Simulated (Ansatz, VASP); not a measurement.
**Two plane-wave programs on Cu**

Contents of POSCAR:

```
Cu
1.0
   -1.4788631530      1.4788631530      1.4448855225
    1.4788631530     -1.4788631530      1.4448855225
    1.4788631530      1.4788631530     -1.4448855225
Cu
1
Direct
    0.0000000000      0.0000000000      0.0000000000
```

The input INCAR.step1:

```
SYSTEM = Cu
PREC = Accurate
ENCUT = 520
ISMEAR = 0
SIGMA = 0.15
LREAL = .False.
LASPH = .True.
NELM = 60
NBANDS = 12
GGA = PE
ALGO = Normal
EDIFF = 1E-4
LWAVE = .True.
LCHARG = .False.
```

INCAR.step2

```
SYSTEM = Cu
PREC = Accurate
ENCUT = 520
EDIFF = 1E-6
ISMEAR = 0
SIGMA = 0.15
LREAL = .False.
LASPH = .True.
NELM = 60
ALGO = Normal
ISIF = 2
LWAVE = .False.
LCHARG = .True.
METAGGA = R2SCAN
LMIXTAU = .True.
LELF = .True.
LVHAR = .True.
NBANDS = 12
ISTART = 1
```

Contents of KPOINTS:

```
regular mesh
0
Gamma
  24 24 24
  0 0 0
```

Input for Ansatz:

```yaml
crystal:
  lattice:
    - [-1.478863153, 1.478863153, 1.4448855225]
    - [1.478863153, -1.478863153, 1.4448855225]
    - [1.478863153, 1.478863153, -1.4448855225]
  atoms:
    - { symbol: Cu, position: [0.0, 0.0, 0.0] }
basis:
  ecutwfc: 500
kpoints:
  mp_grid: { grid: [24, 24, 24] }
hamiltonian:
  xc: r2scan
scf:
  occupations: { method: gaussian, width: 0.15 }
output:
  forces: true
  stress: true
  eigenvalues: true
```

Change from the starting cell: strain +0.025 along x and y, +0.050 along z, atoms carried along.

Alike in both runs: task single point; functional r2SCAN; k mesh 24 × 24 × 24; occupations gaussian, width 0.15 eV; no spin polarisation.

```csv
,VASP,Ansatz
version,VASP 6.6.1,Ansatz 0.2.0
potentials or method,"VASP PAW PBE potentials, release 64 (Cu), cutoff 520 eV","scalar-relativistic, plane waves, PAW"
valence electrons in the cell,11,19
```

VASP gave:

```
gap on the k mesh at the Fermi level (eV)                     : none
pressure (GPa)                                                : -11.6
traceless stress, the component that is largest in VASP (GPa) : -0.17
```

Problem. Estimate Ansatz's values.

Solution. gap on the k mesh at the Fermi level (eV): none; pressure (GPa): -12.1; traceless stress, the component that is largest in VASP (GPa): -0.13.

VASP's potentials were made for PBE, not for r2SCAN. A gap of «none» marks a metal or a gap that the smearing closes. The functional is the same, so the differences come from potentials, cutoffs and numerics. VASP's potentials hold 11 valence electrons a cell and Ansatz's 19, so a difference there can come from the potentials and not from the codes.
